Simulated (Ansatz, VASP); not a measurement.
## MnO: VASP beside Ansatz

File INCAR:

```
PREC = Accurate
ENCUT = 520
EDIFF = 1E-6
ISMEAR = -1
SIGMA = 0.05
LREAL = False
LASPH = True
NELM = 150
ALGO = Normal
ISIF = 2
LWAVE = False
LCHARG = False
ISPIN = 2
MAGMOM = 4 0
LORBIT = 11
LMAXMIX = 4
GGA = PE
NBANDS = 20
```

File KPOINTS:

```
regular mesh
0
Gamma
  9 9 9
```

The input POSCAR:

```
MnO
1.0
    0.0000000000      2.2016686258      2.2239077028
    2.2016686258      0.0000000000      2.2239077028
    2.2016686258      2.2016686258      0.0000000000
Mn O
1 1
Direct
    0.0000000000      0.0000000000      0.0000000000
    0.5000000000      0.5000000000      0.5000000000
```

The input input.yaml:

```yaml
crystal:
  lattice:
    - [0.0, 2.2016686258, 2.2239077028]
    - [2.2016686258, 0.0, 2.2239077028]
    - [2.2016686258, 2.2016686258, 0.0]
  atoms:
    - { symbol: Mn, position: [0.0, 0.0, 0.0], spin: 4.0 }
    - { symbol: O, position: [0.5, 0.5, 0.5] }
hamiltonian:
  xc: pbe
  pseudopotentials: { kind: paw }
magnetization:
  spin_polarized: true
kpoints:
  mp_grid: { grid: [9, 9, 9] }
  band_path:
    path:
      - [[0.0, 0.0, 0.0], [-0.5, 0.0, -0.5], [-0.5, -0.245025, -0.745025], [-0.3725125, -0.3725125, -0.745025], [0.0, 0.0, 0.0], [0.5, 0.5, 0.0], [0.3725125, 0.3725125, -0.254975], [0.0, 0.0, -0.5], [-0.25, 0.25, -0.5], [0.245025, 0.5, -0.254975], [0.5, 0.5, 0.0]]
      - [[-0.5, 0.0, -0.5], [-0.25, 0.25, -0.5]]
    npoints: 14
scf:
  occupations: { method: fermi_dirac, width: 0.05 }
  n_extra_bands: 6
output:
  forces: true
  stress: true
  eigenvalues: true
  fatbands: false
```

Alike in both runs: functional PBE; k mesh 9 × 9 × 9; occupations fermi-dirac, width 0.05 eV; collinear spin.

|  | VASP | Ansatz |
| --- | --- | --- |
| version | VASP 6.6.1 | Ansatz 0.2.0 |
| potentials or method | VASP PAW PBE potentials, release 64 (Mn_pv, O) | Ansatz PAW |
| plane-wave cutoff (eV) | 520 | 420 |
| valence electrons in the cell | 19 | 21 |
| task | single point | band structure |

|  | VASP | Ansatz | Ansatz less VASP |
| --- | --- | --- | --- |
| gap on the k mesh at the Fermi level (eV) | none | none | - |
| pressure (GPa) | 2.1 | 1.8 | -0.22 |
| traceless stress, the component that is largest in VASP (GPa) | -0.31 | -0.27 | +0.037 |
| net moment per atom (μB) | 2.36 | 2.36 | 0.000 |
| size of the moment on the site where the two differ most (μB) | 4.29 | 3.99 | -0.298 |

Site moments also hang on the region over which each program counts them. A gap of «none» marks a metal or a gap that the smearing closes. VASP's potentials hold 19 valence electrons a cell and Ansatz's 21, so a difference there can come from the potentials and not from the codes.
